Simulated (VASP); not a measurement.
Runs of VASP 6.6.1 on Sb. The structure is that of space group R-3m (No. 166), or close to it. The cells are those of the table. 

| potentials or basis | cell | k mesh | cutoff (eV) | second run | gap on the mesh (eV) | pressure (GPa) | largest force (eV/Å) |
| --- | --- | --- | --- | --- | --- | --- | --- |
| VASP PAW LDA potentials, release 64 (Sb_d_GW) | a = 4.416 Å, angles 58.2°, 2 atoms | 12 × 12 × 12 | 500 | valence_matched | none | 0.0 | 0.01 |
| VASP PAW LDA potentials, release 64 (Sb) | a = 4.493 Å, angles 57.2°, 2 atoms | 6 × 6 × 6 | 520 | - | none | -0.5 | 0.01 |
| VASP PAW LDA potentials, release 64 (Sb_d_GW) | a = 4.493 Å, angles 57.2°, 2 atoms | 6 × 6 × 6 | 500 | valence_matched | none | -0.8 | 0.05 |
| VASP PAW LDA potentials, release 64 (Sb) | a = 4.416 Å, angles 58.2°, 2 atoms | 12 × 12 × 12 | 520 | - | none | (a) | (b) |

Alike in all rows: task single point; level LDA; no spin polarisation; smearing gaussian 0.1 eV.

Question: Fill in the values left out.

Answer: (a) 0.3; (b) 0.06.

Caveats: spin-orbit coupling is left out, which moves the levels of the heavy elements.

A k mesh can miss the band edges, and the runs leave out spin-orbit coupling on Sb.

A gap of «none» marks levels without a gap at the run's occupations.

The runs don't all hold the same shells in valence.
